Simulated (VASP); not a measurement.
# KTaO3 (P4/mmm) in VASP: further runs, part 2 of 2

VASP 6.6.1. Earlier steps stand in the parts before.

## (3) Single point, r2SCAN (strain -0.0250 x Voigt [1, 0, 0, 0, 0, 0])

File POSCAR:

```
KTaO3
1.0
    3.8885925000      0.0000000000      0.0000000000
    0.0000000000      3.9883000000      0.0000000000
    0.0000000000      0.0000000000      3.9883000000
K Ta O
1 1 3
Direct
    0.5000000000      0.5000000000      0.5000000000
    0.0000000000      0.0000000000      0.0000000000
    0.5000000000      0.0000000000      0.0000000000
    0.0000000000      0.5000000000      0.0000000000
    0.0000000000      0.0000000000      0.5000000000
```

File INCAR.step1:

```
SYSTEM = KTaO3
ALGO = Normal
EDIFF = 1E-4
ENCUT = 520
GGA = PE
ISMEAR = 0
LASPH = .True.
LCHARG = .False.
LREAL = .False.
LWAVE = .True.
NBANDS = 27
NELM = 60
PREC = Accurate
SIGMA = 0.05
```

File INCAR.step2:

```
SYSTEM = KTaO3
ALGO = Normal
EDIFF = 1E-6
ENCUT = 520
ISIF = 2
ISMEAR = 0
ISTART = 1
LASPH = .True.
LCHARG = .True.
LELF = .True.
LMIXTAU = .True.
LREAL = .False.
LVHAR = .True.
LWAVE = .False.
METAGGA = R2SCAN
NBANDS = 27
NELM = 60
PREC = Accurate
SIGMA = 0.05
```

File KPOINTS:

```
k-points
0
Gamma
  6 6 6
  0 0 0
```

Potentials or basis: VASP PAW PBE potentials, release 64 (K_sv, Ta_pv, O).

On the command line:

```
$ cat potpaw_PBE.64/K_sv/POTCAR potpaw_PBE.64/Ta_pv/POTCAR potpaw_PBE.64/O/POTCAR > POTCAR
$ cp INCAR.step1 INCAR
$ mpirun -np 1 vasp_std > vasp.out
$ cp INCAR.step2 INCAR
$ mpirun -np 1 vasp_std > vasp.out
```

Wall time 3 min (1 thread of Intel Xeon Platinum 8488C (Sapphire Rapids), shared host); peak memory 0.21 GiB.

Results (log left out):

```
Free energy            : -87.0835 eV
Pressure               : 7.3 GPa
Band gap on the k mesh : 2.61 eV, indirect (least direct gap 3.25 eV)
```

Stress tensor (GPa, compression positive):
```
14.76  0.00  0.00
 0.00  3.51  0.00
 0.00  0.00  3.51
```

Levels at points of the mesh, in eV from the valence-band top:
| k point | band 15 | band 16 | band 17 | band 18 | band 19 | band 20 | band 21 | band 22 | band 23 | band 24 |
| --- | --- | --- | --- | --- | --- | --- | --- | --- | --- | --- |
| (0.00, 0.00, 0.00) | -1.21 | -1.06 | -0.67 | -0.67 | -0.64 | 2.61 | 2.65 | 2.65 | 7.14 | 7.33 |
| (0.50, 0.00, 0.00) | -2.39 | -2.15 | -1.59 | -0.88 | -0.88 | 2.80 | 5.83 | 5.83 | 7.18 | 9.32 |
| (0.00, 0.50, 0.00) | -2.34 | -2.30 | -1.64 | -0.95 | -0.89 | 2.80 | 5.47 | 5.47 | 7.43 | 9.59 |
| (0.50, 0.50, 0.00) | -2.84 | -1.70 | -1.44 | -1.42 | -0.08 | 5.53 | 5.87 | 7.08 | 8.22 | 10.94 |
| (0.00, 0.50, 0.50) | -2.79 | -1.71 | -1.71 | -1.71 | -0.05 | 5.51 | 5.51 | 6.82 | 8.87 | 10.76 |
| (0.50, 0.50, 0.50) | -4.19 | -3.87 | -0.04 | -0.04 | 0.00 | 6.98 | 7.23 | 7.23 | 9.60 | 9.77 |

Caveat: the cell differs from its parent crystal (strain -0.0250 x Voigt [1, 0, 0, 0, 0, 0]); the PAW data sets were made with another functional, which shifts forces and pressure a little; spin-orbit coupling is left out, which moves the levels of the heavy elements.

## (4) Single point, r2SCAN (strain +0.0250 x Voigt [1, 0, 0, 0, 0, 0])

Edit POSCAR of step 3 so:

```diff
@@ -2,3 +2,3 @@
 1.0
-    3.8885925000      0.0000000000      0.0000000000
+    4.0880075000      0.0000000000      0.0000000000
     0.0000000000      3.9883000000      0.0000000000
```

File INCAR.step1:

```
SYSTEM = KTaO3
PREC = Accurate ; ENCUT = 520
ISMEAR = 0 ; SIGMA = 0.05
LREAL = .FALSE. ; LASPH = .TRUE.
NELM = 80 ; NBANDS = 27
GGA = PE ; ALGO = Normal
EDIFF = 1E-4 ; LWAVE = .TRUE.
LCHARG = .FALSE.
```

File INCAR.step2:

```
SYSTEM = KTaO3
PREC = Accurate ; ENCUT = 520
EDIFF = 1E-6 ; ISMEAR = 0
SIGMA = 0.05 ; LREAL = .FALSE.
LASPH = .TRUE. ; NELM = 80
ALGO = Normal ; ISIF = 2
LWAVE = .FALSE. ; LCHARG = .FALSE.
METAGGA = R2SCAN ; LMIXTAU = .TRUE.
NBANDS = 27 ; ISTART = 1
```

File KPOINTS:

```
regular mesh
0
G
  6 6 6
  0 0 0
```

On the command line:

```
$ cat potpaw_PBE.64/K_sv/POTCAR potpaw_PBE.64/Ta_pv/POTCAR potpaw_PBE.64/O/POTCAR > POTCAR
$ cp INCAR.step1 INCAR
$ mpirun -np 1 vasp_std > vasp.out
$ cp INCAR.step2 INCAR
$ mpirun -np 1 vasp_std > vasp.out
```

Wall time 3 min (1 thread of Intel Xeon Platinum 8488C (Sapphire Rapids), shared host); peak memory 0.21 GiB.

The run converged. Its results:

| Quantity | Value |
| --- | --- |
| Free energy | -87.1223 eV |
| Pressure | -3.6 GPa |
| Band gap on the k mesh | 2.51 eV, indirect (least direct gap 3.16 eV) |

Stress tensor (GPa, compression positive):
```
-9.15  0.00  0.00
 0.00 -0.80  0.00
 0.00  0.00 -0.80
```

Levels at points of the mesh, in eV from the valence-band top:
```csv
k point,band 17,band 18,band 19,band 20,band 21,band 22
"(0.00, 0.00, 0.00)",-0.69,-0.65,-0.65,2.51,2.51,2.54
"(0.50, 0.00, 0.00)",-1.55,-0.94,-0.94,2.66,5.04,5.04
"(0.00, 0.50, 0.00)",-1.46,-0.91,-0.84,2.66,5.35,5.35
"(0.50, 0.50, 0.00)",-1.55,-1.54,-0.05,5.08,5.38,6.48
"(0.00, 0.50, 0.50)",-1.27,-1.27,-0.08,5.39,5.39,6.70
"(0.50, 0.50, 0.50)",-0.05,0.00,0.00,6.60,6.60,6.82
```

Caveat: the cell differs from its parent crystal (strain +0.0250 x Voigt [1, 0, 0, 0, 0, 0]); the PAW data sets were made with another functional, which shifts forces and pressure a little; spin-orbit coupling is left out, which moves the levels of the heavy elements. A k mesh can miss the band edges.

## (5) Single point, r2SCAN (strain +0.0500 x Voigt [1, 0, 0, 0, 0, 0])

Edit POSCAR of step 4 so:

```diff
@@ -2,3 +2,3 @@
 1.0
-    4.0880075000      0.0000000000      0.0000000000
+    4.1877150000      0.0000000000      0.0000000000
     0.0000000000      3.9883000000      0.0000000000
```

File INCAR.step1:

```
SYSTEM = KTaO3
PREC     = Accurate       ! precision mode
ENCUT    = 520            ! plane-wave cutoff, eV
ISMEAR   = 0              ! smearing method
SIGMA    = 0.05           ! smearing width, eV
LREAL    = .FALSE.        ! projectors in reciprocal space
LASPH    = .TRUE.         ! aspherical terms in the spheres
NELM     = 80             ! most SCF steps
NBANDS   = 27             ! bands
GGA      = PE             ! functional
ALGO     = Normal         ! electronic algorithm
EDIFF    = 1E-4           ! SCF threshold, eV
LWAVE    = .TRUE.         ! write WAVECAR
LCHARG   = .FALSE.        ! write CHGCAR
```

File INCAR.step2:

```
SYSTEM = KTaO3
PREC     = Accurate       ! precision mode
ENCUT    = 520            ! plane-wave cutoff, eV
EDIFF    = 1E-7           ! SCF threshold, eV
ISMEAR   = 0              ! smearing method
SIGMA    = 0.05           ! smearing width, eV
LREAL    = .FALSE.        ! projectors in reciprocal space
LASPH    = .TRUE.         ! aspherical terms in the spheres
NELM     = 80             ! most SCF steps
ALGO     = Normal         ! electronic algorithm
ISIF     = 2              ! what is computed and relaxed
LWAVE    = .FALSE.        ! write WAVECAR
LCHARG   = .TRUE.         ! write CHGCAR
METAGGA  = R2SCAN         ! meta-GGA
LMIXTAU  = .TRUE.       
LELF     = .TRUE.         ! ELF
LVHAR    = .TRUE.       
NBANDS   = 27             ! bands
ISTART   = 1
```

File KPOINTS:

```
Automatic mesh
0
G
  6 6 6
  0 0 0
```

On the command line:

```
$ cat potpaw_PBE.64/K_sv/POTCAR potpaw_PBE.64/Ta_pv/POTCAR potpaw_PBE.64/O/POTCAR > POTCAR
$ cp INCAR.step1 INCAR
$ mpirun -np 1 vasp_std > vasp.out
$ cp INCAR.step2 INCAR
$ mpirun -np 1 vasp_std > vasp.out
```

Run time: 2.8 min. Hardware: 1 thread of Intel Xeon Platinum 8488C (Sapphire Rapids), shared host; peak memory 0.22 GiB.

The run converged. Its results:

```yaml
Free_energy: -86.9931 eV
Pressure: -7.4 GPa
Band_gap_on_the_k_mesh: 2.41 eV, indirect (least direct gap 3.01 eV)
```

Stress tensor (GPa, compression positive):
```
-17.00   0.00   0.00
  0.00  -2.58   0.00
  0.00   0.00  -2.58
```

Levels at points of the mesh, in eV from the valence-band top:
```
           k point  band 17  band 18  band 19  band 20  band 21  band 22
(0.00, 0.00, 0.00)    -0.71    -0.61    -0.61     2.41     2.41     2.47
(0.50, 0.00, 0.00)    -1.57    -1.00    -1.00     2.57     4.67     4.67
(0.00, 0.50, 0.00)    -1.36    -0.92    -0.78     2.56     5.26     5.26
(0.50, 0.50, 0.00)    -1.64    -1.62    -0.06     4.71     5.28     6.20
(0.00, 0.50, 0.50)    -1.10    -1.10    -0.13     5.29     5.29     6.61
(0.50, 0.50, 0.50)    -0.10     0.00     0.00     6.32     6.32     6.71
```

Caveat: the cell differs from its parent crystal (strain +0.0500 x Voigt [1, 0, 0, 0, 0, 0]); the PAW data sets were made with another functional, which shifts forces and pressure a little; spin-orbit coupling is left out, which moves the levels of the heavy elements. A k mesh can miss the band edges.

## (6) Overview

```tsv
cell	gap on the mesh (eV)	pressure (GPa)
a = 3.789, b = 3.988, c = 3.988 Å, 5 atoms	2.62	14.8
a = 3.889, b = 3.988, c = 3.988 Å, 5 atoms	2.61	7.3
a = 4.088, b = 3.988, c = 3.988 Å, 5 atoms	2.51	-3.6
a = 4.188, b = 3.988, c = 3.988 Å, 5 atoms	2.41	-7.4
```

Alike in all rows: task single point; level r2SCAN; potentials or basis VASP PAW PBE potentials, release 64 (K_sv, Ta_pv, O); no spin polarisation; k mesh 6 × 6 × 6; cutoff (eV) 520; smearing gaussian 0.05 eV.

Caveats: the PAW data sets were made with another functional, which shifts forces and pressure a little; spin-orbit coupling is left out, which moves the levels of the heavy elements.

Absolute energies hang on the potentials; compare differences alone.
